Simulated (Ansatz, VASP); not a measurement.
# CoO in VASP and in Ansatz

```
CELL_PARAMETERS angstrom
3.19765 0.00000 0.00000
-1.59882 2.76924 0.00000
0.00000 0.00000 5.22871
ATOMIC_POSITIONS crystal
Co 0.33333 0.66667 0.50336
Co 0.00000 0.00000 0.00347
O 0.33333 0.66667 0.87156
O 0.00000 0.00000 0.37161
```

Alike in both runs: task single point; functional PBEsol; k mesh 10 × 10 × 5; occupations fermi-dirac, width 0.05 eV; collinear spin.

|  | VASP | Ansatz |
| --- | --- | --- |
| version | VASP 6.6.1 | Ansatz 0.2.0 |
| potentials or method | VASP PAW PBE potentials, release 64 (Co, O) | Ansatz PAW |
| plane-wave cutoff (eV) | 520 | 420 |
| valence electrons in the cell | 30 | 46 |

```csv
,VASP,Ansatz,Ansatz less VASP
gap on the k mesh at the Fermi level (eV),none,none,-
pressure (GPa),-7.5,-9.9,-2.36
"traceless stress, the component that is largest in VASP (GPa)",2.34,1.31,-1.030
rms of the force components (eV/Å),0.151,0.057,-0.0940
net moment per atom (μB),1.45,0.00,-1.446
size of the moment on the site where the two differ most (μB),2.47,2.09,-0.385
```

The net moments are unlike, so the other rows may belong to different states. VASP's potentials were made for PBE, not for PBEsol. Site moments also hang on the region over which each program counts them. Atom by atom the forces differ by 0.208 eV/Å (rms over components). A gap of «none» marks a metal or a gap that the smearing closes. VASP's potentials hold 30 valence electrons a cell and Ansatz's 46, so a difference there can come from the potentials and not from the codes.
